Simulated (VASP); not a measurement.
**Be: single point with PBE**

The system is Be.

```
CELL_PARAMETERS angstrom
2.16359 0.00000 0.00000
0.00000 2.16359 0.00000
0.00000 0.00000 2.16359
ATOMIC_POSITIONS crystal
Be 0.00000 0.00000 0.00000
```

| Quantity | Value |
| --- | --- |
| Program | VASP 6.6.1 |
| Task | single point |
| Functional | PBE |
| Potentials or basis | VASP PAW PBE potentials, release 64 (Be) |
| Cutoff | 520 eV |
| k mesh | 8 × 8 × 8 |
| Occupations | gaussian, width 0.1 eV |
| Spin | no spin polarisation |

The pressure is 0.0 GPa. The band gap on the k mesh is zero (band 1 reaches 10.30 eV, above the bottom of band 2 at 3.12 eV).

Levels at points of the mesh, in eV from the Fermi level:
```
           k point  band 1  band 2  band 3  band 4
(0.00, 0.00, 0.00)   -9.85   13.57   13.57   13.57
(0.50, 0.00, 0.00)   -4.80   -1.85   17.27   17.27
(0.50, 0.50, 0.00)    0.59    0.59    6.59    7.18
(0.50, 0.50, 0.50)    5.33    5.33    5.33   13.22
```

It took 2.9 s on 1 thread of Intel(R) Xeon(R) Platinum 8259CL CPU @ 2.50GHz (Skylake/Cascade Lake), on a shared host, peak memory 0.11 GiB.

Caveat: the k points lie up to 0.36 Å⁻¹ apart.
